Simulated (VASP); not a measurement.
Input of a VASP 6.6.1 run:

Contents of INCAR:

```
SYSTEM = B5Pt
PREC     = Accurate       ! precision mode
ENCUT    = 520            ! plane-wave cutoff, eV
EDIFF    = 1E-6           ! SCF threshold, eV
ISMEAR   = 0              ! smearing method
SIGMA    = 0.1            ! smearing width, eV
LREAL    = .FALSE.        ! projectors in reciprocal space
LASPH    = .TRUE.         ! aspherical terms in the spheres
NELM     = 100            ! most SCF steps
ALGO     = Normal         ! electronic algorithm
ISIF     = 2              ! what is computed and relaxed
LWAVE    = .FALSE.        ! write WAVECAR
LCHARG   = .TRUE.         ! write CHGCAR
GGA      = PE             ! functional
LELF     = .TRUE.         ! ELF
LVHAR    = .TRUE.       
NBANDS   = 22             ! bands
```

Contents of KPOINTS:

```
Automatic mesh
0
G
  6 6 6
  0 0 0
```

The input POSCAR:

```
B5Pt
1.0
    0.0000000000      2.9195321336      2.9195321336
    2.9195321336      0.0000000000      2.9195321336
    2.9195321336      2.9195321336      0.0000000000
B Pt
5 1
Direct
    0.3895554928      0.8313335217      0.3895554928
    0.3895554928      0.3895554928      0.3895554928
    0.7500000000      0.7500000000      0.7500000000
    0.8313335217      0.3895554928      0.3895554928
    0.3895554928      0.3895554928      0.8313335217
    0.0000000000      0.0000000000      0.0000000000
```

Potentials or basis: VASP PAW PBE potentials, release 64 (B, Pt).

The run is started by

```bash
$ cat potpaw_PBE.64/B/POTCAR potpaw_PBE.64/Pt/POTCAR > POTCAR
$ mpirun -np 1 vasp_std > vasp.out
```

Q: Predict the band gap on the k mesh.

A: Zero (an odd number of electrons rules out a gap without spin polarisation).

Q: Predict the largest force.

A: 0.014 eV/Å.

Q: Predict the pressure.

A: 0.1 GPa.

Forces on the atoms (eV/Å):
```
B   -0.008  0.008 -0.008
B    0.008  0.008  0.008
B    0.000  0.000  0.000
B    0.008 -0.008 -0.008
B   -0.008 -0.008  0.008
Pt   0.000  0.000  0.000
```

Caveat: spin-orbit coupling is left out, which moves the levels of the heavy elements.
